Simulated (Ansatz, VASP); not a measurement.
## AgBr in VASP and in Ansatz

The input INCAR:

```
PREC = Accurate
ENCUT = 500
EDIFF = 1E-7
ISMEAR = -1
SIGMA = 0.03
LREAL = False
LASPH = True
NELM = 120
ALGO = Normal
ISIF = 3
LWAVE = False
LCHARG = False
GGA = PE
IBRION = 2
NSW = 100
EDIFFG = -0.005
GGA_COMPAT = False
NELMIN = 4
```

Contents of KPOINTS:

```
Automatic mesh
0
Gamma
  13 13 13
```

The input POSCAR:

```
AgBr
1.0
    0.0000000000      2.6232327377      2.6232327377
    2.6232327377      0.0000000000      2.6232327377
    2.6232327377      2.6232327377      0.0000000000
Ag Br
1 1
Direct
    0.0000000000      0.0000000000      0.0000000000
    0.5000000000      0.5000000000      0.5000000000
```

Input for Ansatz:

```yaml
crystal:
  lattice:
    - [0.0, 2.6232327377, 2.6232327377]
    - [2.6232327377, 0.0, 2.6232327377]
    - [2.6232327377, 2.6232327377, 0.0]
  atoms:
    - { symbol: Ag, position: [0.0, 0.0, 0.0] }
    - { symbol: Br, position: [0.5, 0.5, 0.5] }
kpoints:
  mp_grid: { grid: [13, 13, 13] }
scf:
  occupations: { method: fermi_dirac, width: 0.03 }
hamiltonian:
  xc: pbe
  pseudopotentials: { kind: paw }
output:
  forces: true
  stress: true
relax:
  f_tol: 0.005
  max_steps: 80
  cell: {}
```

Alike in both runs: task relaxation of cell and atoms; functional PBE; k mesh 13 × 13 × 13; occupations fermi-dirac, width 0.03 eV; no spin polarisation.

|  | VASP | Ansatz |
| --- | --- | --- |
| version | VASP 6.6.1 | Ansatz 0.2.0 |
| potentials or method | VASP PAW PBE potentials, release 64 (Ag, Br) | PAW with Ansatz's default frozen-core files, scalar-relativistic |
| plane-wave cutoff (eV) | 500 | 420 |
| valence electrons in the cell | 18 | 26 |

```csv
,VASP,Ansatz,Ansatz less VASP
relaxed volume (Å³/atom),24.78,24.91,+0.129
relaxed cell length with the largest relative difference (Å),4.123,4.130,+0.0071
```

VASP's potentials hold 18 valence electrons a cell and Ansatz's 26, so a difference there can come from the potentials and not from the codes.

Noted on VASP's run: the volume moved by over 15 % at a fixed basis, so the end points are rough.
